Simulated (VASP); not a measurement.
Here is a VASP 6.6.1 calculation.

The input INCAR:

```
  ALGO = Normal
  EDIFF = 1E-6
  ENCUT = 520
  GGA = PE
  ISIF = 2
  ISMEAR = 0
  LASPH = True
  LCHARG = False
  LREAL = False
  LWAVE = False
  NBANDS = 24
  NELM = 100
  PREC = Accurate
  SIGMA = 0.1
```

File KPOINTS:

```
k-points
0
Gamma
  4 4 4
```

File POSCAR:

```
Mg4I3
1.0
    5.4902640100      0.0000000000      0.0000000000
    0.0000000000      5.4902640100      0.0000000000
    0.0000000000      0.0000000000      5.4902640100
Mg I
4 3
Direct
    0.5000000000      0.5000000000      0.5000000000
    0.5000000000      0.0000000000      0.0000000000
    0.0000000000      0.5000000000      0.0000000000
    0.0000000000      0.0000000000      0.5000000000
    0.5000000000      0.5000000000      0.0000000000
    0.0000000000      0.5000000000      0.5000000000
    0.5000000000      0.0000000000      0.5000000000
```

Potentials or basis: VASP PAW PBE potentials, release 64 (Mg, I).

Run with:

```console
$ cat potpaw_PBE.64/Mg/POTCAR potpaw_PBE.64/I/POTCAR > POTCAR
$ mpirun -np 1 vasp_std > vasp.out
```

**Question.** What does it give for the pressure?

**Answer.** 18.8 GPa.

Caveat: an odd number of electrons without spin polarisation forces a metal; a magnetic or distorted state may lie lower.
